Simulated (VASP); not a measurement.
# V (P6/mmm) in VASP: further runs

Runs on V. Level: r2SCAN. Tasks: single point.

Program: VASP 6.6.1. These are calculated values, not measurements. Logs are shortened: lines on timing, memory, paths and dates and some standing lists are left out, and cuts for length are marked.

## Step 1: The cell of the first run

Symmetry: P6/mmm, No. 191, hexagonal system. The conventional cell has a = 4.607 Å, b = 4.607 Å, c = 2.464 Å, α = 90.00°, β = 90.00°, γ = 120.00°. Within 3.3 Å of V (site symmetry 6/mmm) lie 14 V at 2.46 to 2.93 Å. Within 3.3 Å of V (site symmetry -6m2) lie 11 V at 2.46 to 2.93 Å.

## Step 2: Single point, r2SCAN (volume scaled by 1.12)

POSCAR

```
V
1.0
    4.6069602861      0.0000000000      0.0000000000
   -2.3034801431      3.9897446420      0.0000000000
    0.0000000000      0.0000000000      2.4635000327
V
3
Direct
    1.0000000000      1.0000000000      0.0000000000
    0.3333333333      0.6666666667      0.5000000000
    0.6666666667      0.3333333333      0.5000000000
```

INCAR.step1

```
  PREC = Accurate
  ENCUT = 520
  ISMEAR = -1
  SIGMA = 0.1
  LREAL = False
  LASPH = True
  NELM = 80
  NBANDS = 26
  GGA = PE
  ALGO = Normal
  EDIFF = 1E-4
  LWAVE = True
  LCHARG = False
```

INCAR.step2

```
  PREC = Accurate
  ENCUT = 520
  EDIFF = 1E-6
  ISMEAR = -1
  SIGMA = 0.1
  LREAL = False
  LASPH = True
  NELM = 80
  ALGO = Normal
  ISIF = 2
  LWAVE = False
  LCHARG = True
  METAGGA = R2SCAN
  LMIXTAU = True
  LELF = True
  LVHAR = True
  NBANDS = 26
  ISTART = 1
```

KPOINTS

```
regular mesh
0
Gamma
  9 9 15
```

Potentials or basis: VASP PAW PBE potentials, release 64 (V_sv).

The run is started by

```bash
cat potpaw_PBE.64/V_sv/POTCAR > POTCAR
cp INCAR.step1 INCAR
mpirun -np 1 vasp_std > vasp.out
cp INCAR.step2 INCAR
mpirun -np 1 vasp_std > vasp.out
```

OUTCAR:

```text
PREC = Accurate
   ENCUT = 520
   EDIFF = 1E-6
   ISMEAR = -1
   LREAL = False
   LASPH = True
   NELM = 80
   ISIF = 2
   METAGGA = R2SCAN
   ISTART = 1

 ion  position               nearest neighbor table
   1  0.000  0.000  0.000-
   2  0.333  0.667  0.500-   3 2.66   3 2.66   3 2.66
   3  0.667  0.333  0.500-   2 2.66   2 2.66   2 2.66

  LATTYP: Found a hexagonal cell.
 ALAT       =     4.6069602861
 C/A-ratio  =     0.5347343758

  Lattice vectors:

 A1 = (   4.6069602861,   0.0000000000,   0.0000000000)
 A2 = (  -2.3034801431,   3.9897446420,   0.0000000000)
 A3 = (   0.0000000000,   0.0000000000,   2.4635000327)

Analysis of symmetry for initial positions (statically):
=====================================================================
 Subroutine PRICEL returns:
 Original cell was already a primitive cell.

 Routine SETGRP: Setting up the symmetry group for a
 hexagonal supercell.

 Subroutine GETGRP returns: Found 24 space group operations
 (whereof 24 operations were pure point group operations)
 out of a pool of 24 trial point group operations.

The static configuration has the point symmetry D_6h.

Analysis of symmetry for dynamics (positions and initial velocities):
=====================================================================
 Subroutine PRICEL returns:
 Original cell was already a primitive cell.

 Routine SETGRP: Setting up the symmetry group for a
 hexagonal supercell.

 Subroutine GETGRP returns: Found 24 space group operations
 (whereof 24 operations were pure point group operations)
 out of a pool of 24 trial point group operations.

The dynamic configuration has the point symmetry D_6h.

 Subroutine INISYM returns: Found 24 space group operations
 (whereof 24 operations are pure point group operations),
 and found     1 'primitive' translations

----------------------------------------------------------------------------------------

                                     Primitive cell

  volume of cell :      45.2806

  direct lattice vectors                    reciprocal lattice vectors
     4.606960286  0.000000000  0.000000000     0.217062865  0.125321304  0.000000000
    -2.303480143  3.989744642  0.000000000     0.000000000  0.250642607  0.000000000
     0.000000000  0.000000000  2.463500033     0.000000000  0.000000000  0.405926522

  length of vectors
     4.606960286  4.606960286  2.463500033     0.250642607  0.250642607  0.405926522

  position of ions in fractional coordinates (direct lattice)
     0.000000000  0.000000000  0.000000000
     0.333333333  0.666666667  0.500000000
     0.666666667  0.333333333  0.500000000

  ion indices of the primitive-cell ions
   primitive index   ion index
                 1           1
                 2           2
                 3           3

----------------------------------------------------------------------------------------

 KPOINTS: regular mesh

Automatic generation of k-mesh.
 Grid dimensions read from file:
 generate k-points for:    9    9   15

 Generating k-lattice:

  Cartesian coordinates                     Fractional coordinates (reciprocal lattice)
     0.024118096  0.013924589  0.000000000     0.111111111  0.000000000  0.000000000
     0.000000000  0.027849179  0.000000000     0.000000000  0.111111111  0.000000000
     0.000000000  0.000000000  0.027061768     0.000000000  0.000000000  0.066666667

  Length of vectors
     0.027849179  0.027849179  0.027061768

  Shift w.r.t. Gamma in fractional coordinates (k-lattice)
     0.000000000  0.000000000  0.000000000

 Subroutine IBZKPT returns following result:
 ===========================================

 Found     96 irreducible k-points:

 Following reciprocal coordinates:
            Coordinates               Weight
  0.000000  0.000000  0.000000      1.000000
  0.111111  0.000000  0.000000      6.000000
  0.222222  0.000000  0.000000      6.000000
  0.333333  0.000000  0.000000      6.000000
  0.444444  0.000000  0.000000      6.000000
  0.111111  0.111111  0.000000      6.000000
[... 16 lines left out ...]
  0.333333  0.222222  0.066667     24.000000
  0.333333  0.333333  0.066667      4.000000
 [... further k-points ...]
   k-points           NKPTS =     96   k-points in BZ     NKDIM =     96   number of bands    NBANDS=     26
   number of dos      NEDOS =    301   number of ions     NIONS =      3
   total plane-waves  NPLWV =  23328
   dimension x,y,z NGX =    36 NGY =   36 NGZ =   18
   dimension x,y,z NGXF=    72 NGYF=   72 NGZF=   36
   ions per type =               3
   NGX,Y,Z   is equivalent  to a cutoff of  12.99, 12.99, 12.15 a.u.
   NGXF,Y,Z  is equivalent  to a cutoff of  25.98, 25.98, 24.29 a.u.
 SYSTEM =  unknown system
   PREC   = accura    normal or accurate (medium, high low for compatibility)
   ISTART =      1    job   : 0-new  1-cont  2-samecut
   ICHARG =      0    charge: 1-file 2-atom 10-const
   ISPIN  =      1    spin polarized calculation?
   LNONCOLLINEAR =      F non collinear calculations
   LSORBIT =      F    spin-orbit coupling
   LASPH  =      T    aspherical Exc in radial PAW
   ENCUT  =  520.0 eV  38.22 Ry    6.18 a.u.   8.57  8.57  4.58*2*pi/ulx,y,z
   NELM   =     80;   NELMIN=  2; NELMDL=  0     # of ELM steps
   EDIFF  = 0.1E-05   stopping-criterion for ELM
   LREAL  =      F    real-space projection
   EDIFFG = 0.1E-04   stopping-criterion for IOM
   NSW    =      0    number of steps for IOM
   IBRION =     -1    ionic relax: 0-MD 1-quasi-New 2-CG
   NFREE  =      0    steps in history (QN), initial steepest desc. (CG)
   ISIF   =      2    stress and relaxation
   ISYM   =      2    0-nonsym 1-usesym 2-fastsym
   POTIM  = 0.5000    time-step for ionic-motion
   TEBEG  =    0.0;   TEEND  =   0.0 temperature during run
   PSTRESS=    0.0 pullay stress
   NELECT =      39.0000    total number of electrons
   NUPDOWN=      -1.0000    fix difference up-down
   EMIN   =  10.00;   EMAX   =-10.00  energy-range for DOS
   EFERMI =   0.00;   METHOD = LEGACY
   ISMEAR =    -1;   SIGMA  =   0.10  broadening in eV -4-tet -1-fermi 0-gaus
   EFERMI_NEDOS =   21; number of points for ismear=-14 and -15
   IALGO  =     38    algorithm
   IMIX   =      4    mixing-type and parameters
     AMIX     =   0.40;   BMIX     =  1.00
     AMIX_MAG =   1.60;   BMIX_MAG =  1.00
  volume/ion in A,a.u.               =      15.09       101.86
  Fermi-wavevector in a.u.,A,eV,Ry     =   1.557611  2.943458 33.009799  2.426152
  Thomas-Fermi vector in A             =   2.661236
   LORBIT       =      0    0 simple, 1 ext, 2 COOP (PROOUT), +10 PAW based schemes
   METAGGA = R2SCAN    functional components
   LHFCALC =     F    Hartree Fock is set to
   AEXX    =    0.0000 exact exchange contribution
   IVDW    =     0    specifies the selected vdW correction
   LEPSILON=     F    determine dielectric tensor
   LRPA    =     F    only Hartree local field effects (RPA)
 non-spin polarized calculation
  energy-cutoff  :      520.00
  volume of cell :       45.28
 maximum number of plane-waves:      1275
 NGX is ok and might be reduce to    36
   NGX = 17   NGY = 17   NGZ =  9

 number of electron      38.9999997 magnetization

 Free energy of the ion-electron system (eV)
  ---------------------------------------------------
  ext. energy  EPLUGINS =         0.00000000
  ---------------------------------------------------
  free energy    TOTEN  =       -41.83474814 eV

  energy without entropy =      -41.70484788  energy(sigma->0) =      -41.76979801

 E-fermi :   8.5367     XC(G=0): -13.3584

 val. band max:        8.5313653512   @ k =   0.4444   0.1111   0.2000
 cond. band min:       8.5381625388   @ k =   0.3333   0.0000   0.2000
 fundamental gap:      0.0067971876
 Fermi energy:         8.5366958144

 k-point     1 :       0.0000    0.0000    0.0000
  band No.  band energies     occupation
      1     -58.1858      2.00000
      2     -58.0966      2.00000
      3     -58.0470      2.00000
      4     -30.9879      2.00000
      5     -30.9879      2.00000
      6     -30.9253      2.00000
[... 18 lines left out ...]
     25      10.8397      0.00000
     26      10.8398      0.00000

 k-point     2 :       0.1111    0.0000    0.0000
  band No.  band energies     occupation
      1     -58.1820      2.00000
      2     -58.0978      2.00000
      3     -58.0497      2.00000
      4     -31.0242      2.00000
      5     -31.0130      2.00000
      6     -30.8848      2.00000
[... 18 lines left out ...]
     25      11.0347      0.00000
     26      11.0549      0.00000

 k-point     3 :       0.2222    0.0000    0.0000
  band No.  band energies     occupation
      1     -58.1714      2.00000
      2     -58.1010      2.00000
      3     -58.0572      2.00000
      4     -31.0716      2.00000
      5     -31.0245      2.00000
      6     -30.8254      2.00000
[... 18 lines left out ...]
     25      11.2347      0.00000
     26      11.2926      0.00000

 k-point     4 :       0.3333    0.0000    0.0000
  band No.  band energies     occupation
      1     -58.1563      2.00000
      2     -58.1060      2.00000
      3     -58.0674      2.00000
      4     -31.1072      2.00000
      5     -30.9994      2.00000
      6     -30.7769      2.00000
[... 18 lines left out ...]
     25      11.3759      0.00000
     26      11.4221      0.00000
[... 496 lines left out ...]
      1     -58.1423      2.00000
      2     -58.0999      2.00000
      3     -58.0682      2.00000
      4     -31.0625      2.00000
      5     -31.0262      2.00000
      6     -30.8116      2.00000
[... 18 lines left out ...]
     25      11.0030      0.00000
     26      11.4001      0.00000

 k-point    23 :       0.3333    0.2222    0.0667
  band No.  band energies     occupation
      1     -58.1321      2.00000
      2     -58.0998      2.00000
      3     -58.0785      2.00000
      4     -31.0631      2.00000
      5     -30.9803      2.00000
      6     -30.8941      2.00000
[... 18 lines left out ...]
     25      10.7324      0.00000
     26      11.0741      0.00000

 k-point    24 :       0.3333    0.3333    0.0667
  band No.  band energies     occupation
      1     -58.1293      2.00000
      2     -58.0906      2.00000
      3     -58.0906      2.00000
      4     -31.0289      2.00000
      5     -30.9631      2.00000
      6     -30.9630      2.00000
[... 18 lines left out ...]
     25      10.7802      0.00000
     26      10.7802      0.00000

 [... further k-points ...]

------------------------ aborting loop because EDIFF is reached ----------------------------------------

  FORCE on cell =-STRESS in cart. coord.  units (eV):
  Direction    XX          YY          ZZ          XY          YZ          ZX
  --------------------------------------------------------------------------------------
  -------------------------------------------------------------------------------------
  Total       -4.7328368     -4.7328368     -4.5803448      0.0000000      0.0000000      0.0000000
  in kB     -167.4634257   -167.4634257   -162.0677523      0.0000000      0.0000000      0.0000000
  external PRESSURE =    -165.6648679 kB  Pullay stress =       0.0000000 kB

 VOLUME and BASIS-vectors are now :
 -----------------------------------------------------------------------------
  energy-cutoff  :      520.00
  volume of cell :       45.28
      direct lattice vectors                 reciprocal lattice vectors
     4.606960286  0.000000000  0.000000000     0.217062865  0.125321304  0.000000000
    -2.303480143  3.989744642  0.000000000     0.000000000  0.250642607  0.000000000
     0.000000000  0.000000000  2.463500033     0.000000000  0.000000000  0.405926522

 POSITION                                       TOTAL-FORCE (eV/Angst)
 -----------------------------------------------------------------------------------
      0.00000      0.00000      0.00000        -0.000000      0.000000     -0.000000
     -0.00000      2.65983      1.23175        -0.000000      0.000000      0.000000
      2.30348      1.32991      1.23175         0.000000      0.000000     -0.000000
 -----------------------------------------------------------------------------------
    total drift:                                0.000000      0.000000     -0.000000

  FREE ENERGIE OF THE ION-ELECTRON SYSTEM (eV)
  ---------------------------------------------------
  free  energy   TOTEN  =       -41.8347481414 eV

  energy  without entropy=      -41.7048478775  energy(sigma->0) =      -41.76979801
```

It took 4 min on 1 thread of Intel Xeon Platinum 8375C at 2.90GHz (Ice Lake), shared host; peak memory 0.22 GiB.

What came out:

```yaml
Free_energy: -41.8347 eV
Pressure: -16.6 GPa
```

Levels at points of the mesh, in eV from the Fermi level:
| k point | band 16 | band 17 | band 18 | band 19 | band 20 | band 21 | band 22 | band 23 | band 24 | band 25 |
| --- | --- | --- | --- | --- | --- | --- | --- | --- | --- | --- |
| (0.00, 0.00, 0.00) | -1.44 | -1.44 | -1.42 | -1.42 | -0.89 | 0.52 | 0.52 | 2.29 | 2.29 | 2.30 |

Caveat: the cell differs from its parent crystal (volume scaled by 1.12); the PAW data sets were made with another functional, which shifts forces and pressure a little.

## Step 3: Single point, r2SCAN

This run uses another cell than the first one, of 13.48 Å³/atom, 0.893 times its volume.

POSCAR

```
V
1.0
    4.4361728639      0.0000000000      0.0000000000
   -2.2180864319      3.8418383957      0.0000000000
    0.0000000000      0.0000000000      2.3721741271
V
3
Direct
    1.0000000000      1.0000000000      0.0000000000
    0.3333333333      0.6666666667      0.5000000000
    0.6666666667      0.3333333333      0.5000000000
```

INCAR.step1

```
PREC = Accurate
ENCUT = 520
ISMEAR = -1
SIGMA = 0.1
LREAL = False
LASPH = True
NELM = 80
NBANDS = 26
GGA = PE
ALGO = Normal
EDIFF = 1E-4
LWAVE = True
LCHARG = False
```

INCAR.step2

```
PREC = Accurate
ENCUT = 520
EDIFF = 1E-6
ISMEAR = -1
SIGMA = 0.1
LREAL = False
LASPH = True
NELM = 80
ALGO = Normal
ISIF = 2
LWAVE = False
LCHARG = True
METAGGA = R2SCAN
LMIXTAU = True
LELF = True
LVHAR = True
NBANDS = 26
ISTART = 1
```

KPOINTS

```
regular mesh
0
Gamma
  11 11 17
```

Potentials or basis: VASP PAW PBE potentials, release 64 (V_sv).

The run is started by

```bash
cat potpaw_PBE.64/V_sv/POTCAR > POTCAR
cp INCAR.step1 INCAR
mpirun -np 1 vasp_std > vasp.out
cp INCAR.step2 INCAR
mpirun -np 1 vasp_std > vasp.out
```

Wall time 4.8 min (1 thread of Intel Xeon Platinum 8375C at 2.90GHz (Ice Lake), shared host); peak memory 0.24 GiB.

It converged, with:

* Free energy: -42.1031 eV
* Pressure: 0.7 GPa

Stress tensor (GPa, compression positive):
```
0.37 0.00 0.00
0.00 0.37 0.00
0.00 0.00 1.27
```

Levels at points of the mesh, in eV from the Fermi level:
```tsv
k point	band 16	band 17	band 18	band 19	band 20	band 21	band 22	band 23
(0.00, 0.00, 0.00)	-1.57	-1.53	-1.53	-1.52	-0.98	0.58	0.58	2.62
```

Caveat: the PAW data sets were made with another functional, which shifts forces and pressure a little.
